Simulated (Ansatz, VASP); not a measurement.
**Two plane-wave programs on SiC**

```
Si C
1.0
     3.13734    0.00000    0.00000
    -1.56867    2.71701    0.00000
     0.00000    0.00000    4.93272
Si C
2 2
Direct
  0.33333 0.66667 0.25000
  0.66667 0.33333 0.75000
  0.66667 0.33333 0.25000
  0.33333 0.66667 0.75000
```

Alike in both runs: task single point; functional PBE; k mesh 6 × 6 × 4; occupations gaussian, width 0.5 eV; no spin polarisation.

|  | VASP | Ansatz |
| --- | --- | --- |
| version | VASP 6.6.1 | Ansatz 0.2.0 |
| potentials or method | VASP PAW PBE potentials, release 64 (Si, C) | plane waves |
| plane-wave cutoff (eV) | 600 | 420 |
| valence electrons in the cell | 16 | 16 |

VASP gave:

| Quantity | Value |
| --- | --- |
| pressure (GPa) | 3.8 |
| traceless stress, the component that is largest in VASP (GPa) | -3.75 |

Task: Which values does Ansatz return?

Result: Pressure (GPa): 4.0; traceless stress, the component that is largest in VASP (GPa): -3.90.

With one functional, cell and mesh, what is left measures potentials, basis and numerics.

The k mesh is coarse, so the values compare programs but aren't converged.
